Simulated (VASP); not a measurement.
Input of a VASP 6.6.1 run:

POSCAR

```
Pb
1.0
   -1.9796595667      1.9796595667      1.9796595667
    1.9796595667     -1.9796595667      1.9796595667
    1.9796595667      1.9796595667     -1.9796595667
Pb
1
Direct
    0.0000000000      0.0000000000      0.0000000000
```

Contents of INCAR.step1:

```
ALGO = Normal
EDIFF = 1E-4
ENCUT = 520
GGA = PE
GGA_COMPAT = F
ISMEAR = -1
LASPH = T
LCHARG = F
LREAL = F
LSORBIT = T
LWAVE = T
MAGMOM = 0 0 0
NBANDS = 25
NELM = 150
PREC = Accurate
SIGMA = 0.05
```

The input INCAR.step2:

```
ALGO = Normal
EDIFF = 1E-6
ENCUT = 520
GGA_COMPAT = F
ISIF = 2
ISMEAR = -1
ISTART = 1
LASPH = T
LCHARG = F
LMIXTAU = T
LORBIT = 11
LORBMOM = T
LREAL = F
LSORBIT = T
LWAVE = F
MAGMOM = 0 0 0
METAGGA = R2SCAN
NBANDS = 25
NELM = 150
PREC = Accurate
SIGMA = 0.05
```

Contents of KPOINTS:

```
k-points
0
Gamma
  7 7 7
```

Potentials or basis: VASP PAW PBE potentials, release 64 (Pb_d).

Run with:

```sh
$ cat potpaw_PBE.64/Pb_d/POTCAR > POTCAR
$ cp INCAR.step1 INCAR
$ mpirun -np 1 vasp_ncl > vasp.out
$ cp INCAR.step2 INCAR
$ mpirun -np 1 vasp_ncl > vasp.out
```

Q: What does it give for the net moment?

A: 0.00 μB per cell.

Q: What does it give for the pressure?

A: 0.0 GPa.

Moments on the atoms (μB; x, y, z):
```
Pb  0.00 0.00 0.00
```

Caveat: the PAW data sets were made with another functional, which shifts forces and pressure a little.
